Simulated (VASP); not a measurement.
A run of VASP 6.6.1 is set up as follows.

Contents of POSCAR:

```
BaTe
1.0
    0.0000000000      3.4100000000      3.4100000000
    3.4100000000      0.0000000000      3.4100000000
    3.4100000000      3.4100000000      0.0000000000
Ba Te
1 1
Direct
    0.0000000000      0.0000000000      0.0000000000
    0.5000000000      0.5000000000      0.5000000000
```

INCAR.step1

```
  PREC = Accurate
  ENCUT = 550
  ISMEAR = 0
  SIGMA = 0.01
  LREAL = F
  LASPH = T
  NELM = 120
  NBANDS = 15
  GGA = PE
  ALGO = Normal
  EDIFF = 1E-5
  LWAVE = T
  LCHARG = F
  GGA_COMPAT = F
```

INCAR.step2

```
  PREC = Accurate
  ENCUT = 550
  EDIFF = 1E-6
  ISMEAR = 0
  SIGMA = 0.01
  LREAL = F
  LASPH = T
  NELM = 120
  ALGO = Normal
  ISIF = 2
  LWAVE = F
  LCHARG = T
  METAGGA = R2SCAN
  LMIXTAU = T
  LELF = T
  LVHAR = T
  NBANDS = 15
  ISTART = 1
  GGA_COMPAT = F
```

KPOINTS

```
Automatic mesh
0
Gamma
  2 2 2
```

Potentials or basis: VASP PAW PBE potentials, release 64 (Ba_sv, Te).

The run is started by

```console
$ cat potpaw_PBE.64/Ba_sv/POTCAR potpaw_PBE.64/Te/POTCAR > POTCAR
$ cp INCAR.step1 INCAR
$ mpirun -np 1 vasp_std > vasp.out
$ cp INCAR.step2 INCAR
$ mpirun -np 1 vasp_std > vasp.out
```

(1) Estimate the band gap on the k mesh.

(2) Predict the pressure.

Results:

(1) 1.51 eV (least direct gap 1.92 eV).

(2) 6.6 GPa.

Caveat: the k points lie up to 0.80 Å⁻¹ apart; the PAW data sets were made with another functional, which shifts forces and pressure a little; spin-orbit coupling is left out, which moves the levels of the heavy elements.
